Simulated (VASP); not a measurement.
# ZrB2 (P6/mmm) in VASP: a series of runs

The runs below take ZrB2 through single point, with PBE.

All numbers are computed with VASP 6.6.1; they aren't measurements. Logs are shortened: lines on timing, memory, paths and dates and some standing lists are left out, and cuts for length are marked.

### Step 1. The cell of the first run

Symmetry: P6/mmm, No. 191, hexagonal system. Conventional cell: a = 3.170 Å, b = 3.170 Å, c = 3.533 Å, α = 90.00°, β = 90.00°, γ = 120.00°. Within 3.4 Å of Zr (site symmetry 6/mmm) lie 12 B at 2.54 Å and 6 Zr at 3.17 Å. B (site symmetry -6m2) has 3 B at 1.83 Å within 2.4 Å.

### Step 2. Single point, PBE

Input file INCAR:

```
ALGO = Normal
EDIFF = 1E-6
ENCUT = 520
GGA = PE
ISIF = 2
ISMEAR = 0
LASPH = T
LCHARG = F
LREAL = F
LWAVE = F
NBANDS = 16
NELM = 80
PREC = Accurate
SIGMA = 0.022
```

Input file KPOINTS:

```
k-points
0
Gamma
  10 10 8
```

Input file POSCAR:

```
ZrB2
1.0
    3.1700000000      0.0000000000      0.0000000000
   -1.5850000000      2.7453005300      0.0000000000
    0.0000000000      0.0000000000      3.5330000000
Zr B
1 2
Direct
    0.0000000000      0.0000000000      0.0000000000
    0.6666666667      0.3333333333      0.5000000000
    0.3333333333      0.6666666667      0.5000000000
```

Potentials or basis: VASP PAW PBE potentials, release 64 (Zr_sv, B).

Command:

```bash
$ cat potpaw_PBE.64/Zr_sv/POTCAR potpaw_PBE.64/B/POTCAR > POTCAR
$ mpirun -np 1 vasp_std > vasp.out
```

OUTCAR:

```text
EDIFF = 1E-6
   ENCUT = 520
   GGA = PE
   ISIF = 2
   ISMEAR = 0
   LASPH = T
   LREAL = F
   NELM = 80
   PREC = Accurate

 ion  position               nearest neighbor table
   1  0.000  0.000  0.000-   2 2.54   3 2.54   2 2.54   3 2.54   2 2.54   2 2.54   3 2.54   3 2.54
                             2 2.54   2 2.54   3 2.54   3 2.54
   2  0.667  0.333  0.500-   3 1.83   3 1.83   3 1.83   1 2.54   1 2.54   1 2.54   1 2.54   1 2.54
                             1 2.54
   3  0.333  0.667  0.500-   2 1.83   2 1.83   2 1.83   1 2.54   1 2.54   1 2.54   1 2.54   1 2.54
                             1 2.54

  LATTYP: Found a hexagonal cell.
 ALAT       =     3.1700000000
 C/A-ratio  =     1.1145110410

  Lattice vectors:

 A1 = (   3.1700000000,   0.0000000000,   0.0000000000)
 A2 = (  -1.5850000000,   2.7453005300,   0.0000000000)
 A3 = (   0.0000000000,   0.0000000000,   3.5330000000)

Analysis of symmetry for initial positions (statically):
=====================================================================
 Subroutine PRICEL returns:
 Original cell was already a primitive cell.

 Routine SETGRP: Setting up the symmetry group for a
 hexagonal supercell.

 Subroutine GETGRP returns: Found 24 space group operations
 (whereof 24 operations were pure point group operations)
 out of a pool of 24 trial point group operations.

The static configuration has the point symmetry D_6h.

Analysis of symmetry for dynamics (positions and initial velocities):
=====================================================================
 Subroutine PRICEL returns:
 Original cell was already a primitive cell.

 Routine SETGRP: Setting up the symmetry group for a
 hexagonal supercell.

 Subroutine GETGRP returns: Found 24 space group operations
 (whereof 24 operations were pure point group operations)
 out of a pool of 24 trial point group operations.

The dynamic configuration has the point symmetry D_6h.

 Subroutine INISYM returns: Found 24 space group operations
 (whereof 24 operations are pure point group operations),
 and found     1 'primitive' translations

----------------------------------------------------------------------------------------

                                     Primitive cell

  volume of cell :      30.7463
[... 83 lines left out ...]
   ISTART =      0    job   : 0-new  1-cont  2-samecut
   ICHARG =      2    charge: 1-file 2-atom 10-const
   ISPIN  =      1    spin polarized calculation?
   LNONCOLLINEAR =      F non collinear calculations
   LSORBIT =      F    spin-orbit coupling
   LASPH  =      T    aspherical Exc in radial PAW
   ENCUT  =  520.0 eV  38.22 Ry    6.18 a.u.   5.89  5.89  6.57*2*pi/ulx,y,z
   NELM   =     80;   NELMIN=  2; NELMDL= -5     # of ELM steps
   EDIFF  = 0.1E-05   stopping-criterion for ELM
   LREAL  =      F    real-space projection
   EDIFFG = 0.1E-04   stopping-criterion for IOM
   NSW    =      0    number of steps for IOM
   IBRION =     -1    ionic relax: 0-MD 1-quasi-New 2-CG
   NFREE  =      0    steps in history (QN), initial steepest desc. (CG)
   ISIF   =      2    stress and relaxation
   ISYM   =      2    0-nonsym 1-usesym 2-fastsym
   POTIM  = 0.5000    time-step for ionic-motion
   TEBEG  =    0.0;   TEEND  =   0.0 temperature during run
   PSTRESS=    0.0 pullay stress
   NELECT =      18.0000    total number of electrons
   NUPDOWN=      -1.0000    fix difference up-down
   EMIN   =  10.00;   EMAX   =-10.00  energy-range for DOS
   EFERMI =   0.00;   METHOD = LEGACY
   ISMEAR =     0;   SIGMA  =   0.02  broadening in eV -4-tet -1-fermi 0-gaus
   EFERMI_NEDOS =   21; number of points for ismear=-14 and -15
   IALGO  =     38    algorithm
   IMIX   =      4    mixing-type and parameters
     AMIX     =   0.40;   BMIX     =  1.00
     AMIX_MAG =   1.60;   BMIX_MAG =  1.00
  volume/ion in A,a.u.               =      10.25        69.16
  Fermi-wavevector in a.u.,A,eV,Ry     =   1.369519  2.588016 25.518847  1.875582
  Thomas-Fermi vector in A             =   2.495387
   LORBIT       =      0    0 simple, 1 ext, 2 COOP (PROOUT), +10 PAW based schemes
   GGA     = PE    functional components
   LHFCALC =     F    Hartree Fock is set to
   AEXX    =    0.0000 exact exchange contribution
   IVDW    =     0    specifies the selected vdW correction
   LEPSILON=     F    determine dielectric tensor
   LRPA    =     F    only Hartree local field effects (RPA)
 non-spin polarized calculation
 Gauss-broadening in eV      SIGMA  =   0.02
  energy-cutoff  :      520.00
  volume of cell :       30.75
 maximum number of plane-waves:       844
 NGX is ok and might be reduce to    24
   NGX = 11   NGY = 11   NGZ = 13

 number of electron      18.0000000 magnetization

 Free energy of the ion-electron system (eV)
  ---------------------------------------------------
  ext. energy  EPLUGINS =         0.00000000
  ---------------------------------------------------
  free energy    TOTEN  =       -24.97414577 eV

  energy without entropy =      -24.97390132  energy(sigma->0) =      -24.97402355

 E-fermi :  10.4022     XC(G=0): -12.4435

 val. band max:       10.3785737001   @ k =   0.3000   0.2000   0.0000
 cond. band min:      10.4029987777   @ k =   0.2000   0.2000   0.1250
 fundamental gap:      0.0244250775
 Fermi energy:        10.4022461366

 k-point     1 :       0.0000    0.0000    0.0000
  band No.  band energies     occupation
      1     -38.1099      2.00000
      2     -16.2917      2.00000
      3     -15.7456      2.00000
      4     -15.7456      2.00000
      5      -2.2014      2.00000
      6       7.8959      2.00000
[... 433 lines left out ...]
      3     -16.1617      2.00000
      4     -16.0067      2.00000
      5       1.2638      2.00000
      6       2.5211      2.00000
[... 8 lines left out ...]
     15      18.8022      0.00000
     16      20.6110      0.00000

 [... further k-points ...]
[... 5 lines left out ...]
  --------------------------------------------------------------------------------------
  -------------------------------------------------------------------------------------
  Total        0.0978526      0.0978526      0.3391071      0.0000000      0.0000000     -0.0000000
  in kB        5.0990626      5.0990626     17.6707375      0.0000000      0.0000000     -0.0000000
  external PRESSURE =       9.2896209 kB  Pullay stress =       0.0000000 kB

 VOLUME and BASIS-vectors are now :
 -----------------------------------------------------------------------------
  energy-cutoff  :      520.00
  volume of cell :       30.75
      direct lattice vectors                 reciprocal lattice vectors
     3.170000000  0.000000000  0.000000000     0.315457413  0.182129422  0.000000000
    -1.585000000  2.745300530  0.000000000     0.000000000  0.364258845  0.000000000
     0.000000000  0.000000000  3.533000000     0.000000000  0.000000000  0.283045570

 POSITION                                       TOTAL-FORCE (eV/Angst)
 -----------------------------------------------------------------------------------
      0.00000      0.00000      0.00000        -0.000000      0.000000      0.000000
      1.58500      0.91510      1.76650         0.000000      0.000000      0.000000
     -0.00000      1.83020      1.76650        -0.000000     -0.000000      0.000000
 -----------------------------------------------------------------------------------
    total drift:                               -0.000000      0.000000      0.000000

  FREE ENERGIE OF THE ION-ELECTRON SYSTEM (eV)
  ---------------------------------------------------
  free  energy   TOTEN  =       -24.9741457750 eV

  energy  without entropy=      -24.9739013171  energy(sigma->0) =      -24.97402355
```

OSZICAR:

```text
N       E                     dE             d eps       ncg     rms          rms(c)
DAV:   1     0.102393555439E+03    0.10239E+03   -0.97368E+03  2248   0.112E+03
DAV:   2    -0.236597293535E+02   -0.12605E+03   -0.12108E+03  2888   0.290E+02
DAV:   3    -0.275882786046E+02   -0.39285E+01   -0.39107E+01  3504   0.443E+01
DAV:   4    -0.276501664130E+02   -0.61888E-01   -0.61879E-01  2632   0.494E+00
DAV:   5    -0.276514884195E+02   -0.13220E-02   -0.13220E-02  3424   0.514E-01    0.215E+01
DAV:   6    -0.250187959936E+02    0.26327E+01   -0.58537E+00  2896   0.161E+01    0.865E+00
DAV:   7    -0.249751126766E+02    0.43683E-01   -0.62257E-01  3072   0.494E+00    0.316E+00
DAV:   8    -0.249785933694E+02   -0.34807E-02   -0.98199E-02  2664   0.252E+00    0.400E-01
DAV:   9    -0.249744283257E+02    0.41650E-02   -0.20345E-02  2728   0.105E+00    0.211E-01
DAV:  10    -0.249741382839E+02    0.29004E-03   -0.16089E-03  2600   0.367E-01    0.361E-02
DAV:  11    -0.249741479651E+02   -0.96812E-05   -0.58549E-05  2976   0.731E-02    0.112E-02
DAV:  12    -0.249741457318E+02    0.22333E-05   -0.27249E-06  2512   0.137E-02    0.575E-03
DAV:  13    -0.249741457750E+02   -0.43181E-07   -0.26103E-07  1400   0.489E-03
   1 F= -.24974146E+02 E0= -.24974024E+02  d E =-.244458E-03
```

It took 44 s on 1 thread of Intel Xeon 8259CL, shared host; peak memory 0.16 GiB.

What came out:

```yaml
Free_energy: -24.9741 eV
Pressure: 0.9 GPa
Band_gap_on_the_k_mesh: zero (band 9 reaches 11.10 eV, above the bottom of band 10 at 10.29 eV)
```

Stress tensor (GPa, compression positive):
```
0.51 0.00 0.00
0.00 0.51 0.00
0.00 0.00 1.77
```

### Step 3. Single point, PBE

Input file INCAR:

```
SYSTEM = ZrB2
ALGO     = Normal         ! electronic algorithm
EDIFF    = 1E-7           ! SCF threshold, eV
ENCUT    = 520            ! plane-wave cutoff, eV
GGA      = PE             ! functional
ISIF     = 2              ! what is computed and relaxed
ISMEAR   = 0              ! smearing method
LASPH    = .True.         ! aspherical terms in the spheres
LCHARG   = .False.        ! write CHGCAR
LREAL    = .False.        ! projectors in reciprocal space
LWAVE    = .False.        ! write WAVECAR
NBANDS   = 16             ! bands
NELM     = 60             ! most SCF steps
PREC     = Accurate       ! precision mode
SIGMA    = 0.023          ! smearing width, eV
```

Input file KPOINTS:

```
k-points
0
Gamma
  10 10 8
  0 0 0
```

POSCAR is that of step 2.

Potentials or basis: VASP PAW PBE potentials, release 64 (Zr_sv, B).

Command:

```bash
$ cat potpaw_PBE.64/Zr_sv/POTCAR potpaw_PBE.64/B/POTCAR > POTCAR
$ mpirun -np 1 vasp_std > vasp.out
```

Run time: 46 s. Hardware: 1 thread of Intel Xeon 8259CL, shared host; peak memory 0.16 GiB.

It converged, with:

```yaml
Free_energy: -24.9742 eV
Pressure: 0.9 GPa
Band_gap_on_the_k_mesh: zero (band 9 reaches 11.10 eV, above the bottom of band 10 at 10.29 eV)
```

Stress tensor (GPa, compression positive):
```
0.51 0.00 0.00
0.00 0.51 0.00
0.00 0.00 1.77
```

Levels at points of the mesh, in eV from the Fermi level:
| k point | band 7 | band 8 | band 9 | band 10 | band 11 | band 12 |
| --- | --- | --- | --- | --- | --- | --- |
| (0.00, 0.00, 0.00) | -2.51 | -2.46 | -2.23 | 3.52 | 3.52 | 4.30 |
| (0.50, 0.00, 0.00) | -3.77 | -2.93 | -2.56 | 2.35 | 2.43 | 5.04 |
| (0.00, 0.00, 0.50) | -0.84 | -0.84 | 0.45 | 0.45 | 0.90 | 0.90 |
| (0.50, 0.00, 0.50) | -4.48 | -4.01 | -1.89 | 3.86 | 4.20 | 5.41 |

### Step 4. Single point, PBE

Input file INCAR:

```
PREC = Accurate ; ENCUT = 520
EDIFF = 1E-7 ; ISMEAR = 0
SIGMA = 0.024 ; LREAL = False
LASPH = True ; NELM = 80
ALGO = Normal ; ISIF = 2
LWAVE = False ; LCHARG = False
GGA = PE ; NBANDS = 16
```

Input file KPOINTS:

```
Automatic mesh
0
Gamma
  10 10 8
```

POSCAR is that of step 3.

Potentials or basis: VASP PAW PBE potentials, release 64 (Zr_sv, B).

Command:

```bash
$ cat potpaw_PBE.64/Zr_sv/POTCAR potpaw_PBE.64/B/POTCAR > POTCAR
$ mpirun -np 1 vasp_std > vasp.out
```

OUTCAR:

```text
PREC = Accurate
   ENCUT = 520
   EDIFF = 1E-7
   ISMEAR = 0
   LREAL = False
   LASPH = True
   NELM = 80
   ISIF = 2
   GGA = PE

 ion  position               nearest neighbor table
   1  0.000  0.000  0.000-   2 2.54   3 2.54   2 2.54   3 2.54   2 2.54   2 2.54   3 2.54   3 2.54
                             2 2.54   2 2.54   3 2.54   3 2.54
   2  0.667  0.333  0.500-   3 1.83   3 1.83   3 1.83   1 2.54   1 2.54   1 2.54   1 2.54   1 2.54
                             1 2.54
   3  0.333  0.667  0.500-   2 1.83   2 1.83   2 1.83   1 2.54   1 2.54   1 2.54   1 2.54   1 2.54
                             1 2.54

  LATTYP: Found a hexagonal cell.
[... 648 lines left out ...]

 [... further k-points ...]
[... 5 lines left out ...]
  --------------------------------------------------------------------------------------
  -------------------------------------------------------------------------------------
  Total        0.0981566      0.0981566      0.3389145      0.0000000      0.0000000      0.0000000
  in kB        5.1148993      5.1148993     17.6607012      0.0000000      0.0000000      0.0000000
  external PRESSURE =       9.2968333 kB  Pullay stress =       0.0000000 kB

 VOLUME and BASIS-vectors are now :
 -----------------------------------------------------------------------------
  energy-cutoff  :      520.00
  volume of cell :       30.75
      direct lattice vectors                 reciprocal lattice vectors
     3.170000000  0.000000000  0.000000000     0.315457413  0.182129422  0.000000000
    -1.585000000  2.745300530  0.000000000     0.000000000  0.364258845  0.000000000
     0.000000000  0.000000000  3.533000000     0.000000000  0.000000000  0.283045570

 POSITION                                       TOTAL-FORCE (eV/Angst)
 -----------------------------------------------------------------------------------
      0.00000      0.00000      0.00000        -0.000000      0.000000      0.000000
      1.58500      0.91510      1.76650        -0.000000      0.000000      0.000000
     -0.00000      1.83020      1.76650         0.000000      0.000000      0.000000
 -----------------------------------------------------------------------------------
    total drift:                               -0.000000      0.000000     -0.000000

  FREE ENERGIE OF THE ION-ELECTRON SYSTEM (eV)
  ---------------------------------------------------
  free  energy   TOTEN  =       -24.9741684284 eV

  energy  without entropy=      -24.9738916858  energy(sigma->0) =      -24.97403006
```

OSZICAR:

```text
N       E                     dE             d eps       ncg     rms          rms(c)
DAV:   1     0.102393543122E+03    0.10239E+03   -0.97368E+03  2248   0.112E+03
DAV:   2    -0.236597386130E+02   -0.12605E+03   -0.12108E+03  2888   0.290E+02
DAV:   3    -0.275882952730E+02   -0.39286E+01   -0.39107E+01  3504   0.443E+01
DAV:   4    -0.276501830661E+02   -0.61888E-01   -0.61879E-01  2632   0.494E+00
DAV:   5    -0.276515050719E+02   -0.13220E-02   -0.13220E-02  3424   0.514E-01    0.215E+01
DAV:   6    -0.250188129764E+02    0.26327E+01   -0.58537E+00  2896   0.161E+01    0.865E+00
DAV:   7    -0.249751349698E+02    0.43678E-01   -0.62257E-01  3072   0.494E+00    0.316E+00
DAV:   8    -0.249786188386E+02   -0.34839E-02   -0.98217E-02  2664   0.252E+00    0.400E-01
DAV:   9    -0.249744513709E+02    0.41675E-02   -0.20359E-02  2736   0.105E+00    0.211E-01
DAV:  10    -0.249741609940E+02    0.29038E-03   -0.16084E-03  2608   0.366E-01    0.359E-02
DAV:  11    -0.249741705998E+02   -0.96058E-05   -0.57948E-05  2968   0.727E-02    0.111E-02
DAV:  12    -0.249741683982E+02    0.22016E-05   -0.27703E-06  2784   0.136E-02    0.574E-03
DAV:  13    -0.249741684284E+02   -0.30212E-07   -0.30339E-07  2752   0.518E-03
   1 F= -.24974168E+02 E0= -.24974030E+02  d E =-.276743E-03
```

stdout:

```text
POSCAR found type information on POSCAR ZrB
 POSCAR found :  2 types and       3 ions
 scaLAPACK will be used
 LDA part: xc-table for (Slater+PW92), standard interpolation
 POSCAR, INCAR and KPOINTS ok, starting setup
 FFT: planning ... GRIDC
 FFT: planning ... GRID_SOFT
 FFT: planning ... GRID
 WAVECAR not read
 entering main loop
```

It took 45 s on 1 thread of Intel Xeon 8259CL, shared host; peak memory 0.16 GiB.

What came out:

```yaml
Free_energy: -24.9742 eV
Pressure: 0.9 GPa
Band_gap_on_the_k_mesh: zero (band 9 reaches 11.10 eV, above the bottom of band 10 at 10.29 eV)
```

Stress tensor (GPa, compression positive):
```
0.51 0.00 0.00
0.00 0.51 0.00
0.00 0.00 1.77
```

### Step 5. Overview

| smearing | gap on the mesh (eV) | pressure (GPa) |
| --- | --- | --- |
| gaussian 0.022 eV | none | 0.9 |
| gaussian 0.023 eV | none | 0.9 |
| gaussian 0.024 eV | none | 0.9 |

Alike in all rows: task single point; level PBE; potentials or basis VASP PAW PBE potentials, release 64 (Zr_sv, B); no spin polarisation; cell as given; k mesh 10 × 10 × 8; cutoff (eV) 520.

Every run on the cell as given and a fine mesh finds a metal.

Total energies depend on the potentials used, so only differences within one code and one set of settings carry meaning.
